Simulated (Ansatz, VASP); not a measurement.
C in VASP and in Ansatz

```
C
1.0
     0.00000    1.78153    1.57915
     1.78153    0.00000    1.57915
     1.78153    1.78153    0.00000
C
2
Direct
  0.50000 0.50000 0.50000
  0.75000 0.75000 0.75000
```

Alike in both runs: task single point; functional PBE; k mesh 12 × 12 × 12; occupations gaussian, width 0.05 eV; no spin polarisation.

|  | VASP | Ansatz |
| --- | --- | --- |
| version | VASP 6.6.1 | Ansatz 0.2.0 |
| potentials or method | VASP PAW PBE potentials, release 64 (C), cutoff 520 eV | scalar-relativistic, plane waves, PAW |
| valence electrons in the cell | 8 | 8 |

|  | VASP | Ansatz | Ansatz less VASP |
| --- | --- | --- | --- |
| gap on the k mesh at the Fermi level (eV) | 1.25 | 1.26 | +0.014 |
| least direct gap on the mesh (eV) | 3.89 | 3.89 | +0.005 |
